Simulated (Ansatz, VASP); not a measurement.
## One calculation of InSe, two programs

File INCAR:

```
SYSTEM = InSe
ALGO     = Normal         ! electronic algorithm
EDIFF    = 1E-8           ! SCF threshold, eV
ENCUT    = 520            ! plane-wave cutoff, eV
GGA      = PS             ! functional
ISIF     = 2              ! what is computed and relaxed
ISMEAR   = -1             ! smearing method
LASPH    = .TRUE.         ! aspherical terms in the spheres
LCHARG   = .FALSE.        ! write CHGCAR
LEFG     = .TRUE.       
LREAL    = .FALSE.        ! projectors in reciprocal space
LWAVE    = .FALSE.        ! write WAVECAR
NBANDS   = 27             ! bands
NELM     = 60             ! most SCF steps
PREC     = Accurate       ! precision mode
SIGMA    = 0.02           ! smearing width, eV
```

KPOINTS

```
k-points
0
G
  7 7 6
  0 0 0
```

Contents of POSCAR:

```
InSe
1.0
    5.8482774374     -2.0481270390      0.0000000000
    5.8482774374      2.0481270390      0.0000000000
   -1.5940664399      0.0000000000      4.3091959091
In Se
2 2
Direct
    0.8840000000      0.8840000000      0.0050000000
    0.1160000000      0.1160000000      0.9950000000
    0.6600000000      0.6600000000      0.6420000000
    0.3400000000      0.3400000000      0.3580000000
```

Input for Ansatz:

```yaml
crystal:
  lattice:
    - [5.8482774374, -2.048127039, 0.0]
    - [5.8482774374, 2.048127039, 0.0]
    - [-1.5940664399, 0.0, 4.3091959091]
  atoms:
    - { symbol: In, position: [0.884, 0.884, 0.005] }
    - { symbol: In, position: [0.116, 0.116, 0.995] }
    - { symbol: Se, position: [0.66, 0.66, 0.642] }
    - { symbol: Se, position: [0.34, 0.34, 0.358] }
kpoints:
  mp_grid: { grid: [7, 7, 6] }
scf:
  occupations: { method: fermi_dirac, width: 0.02 }
hamiltonian:
  xc: pbesol
  pseudopotentials: { kind: paw }
output:
  forces: true
  stress: true
  eigenvalues: true
  efg: { contact_densities: true }
  write_density: true
  write_potential: true
  elf: true
  volumetric_format: npy
```

Change from the starting cell: volume scaled by 0.99, PAW files.

Alike in both runs: task electric field gradients; functional PBEsol; k mesh 7 × 7 × 6; occupations fermi-dirac, width 0.02 eV; no spin polarisation.

|  | VASP | Ansatz |
| --- | --- | --- |
| version | VASP 6.6.1 | Ansatz 0.2.0 |
| potentials or method | VASP PAW PBE potentials, release 64 (In_d, Se) | PAW with Ansatz's default frozen-core files, scalar-relativistic |
| plane-wave cutoff (eV) | 520 | 420 |
| valence electrons in the cell | 38 | 58 |

```csv
,VASP,Ansatz,Ansatz less VASP
gap on the k mesh at the Fermi level (eV),0.91,0.91,+0.003
pressure (GPa),0.5,0.4,-0.07
"traceless stress, the component that is largest in VASP (GPa)",2.33,2.31,-0.019
rms of the force components (eV/Å),0.373,0.372,-0.0006
size of Vzz on the site where it differs most (V/Å²),73.0,76.1,+3.04
```

VASP's potentials were made for PBE, not for PBEsol. Atom by atom the forces differ by 0.010 eV/Å (rms over components). VASP's potentials hold 38 valence electrons a cell and Ansatz's 58, so a difference there can come from the potentials and not from the codes.
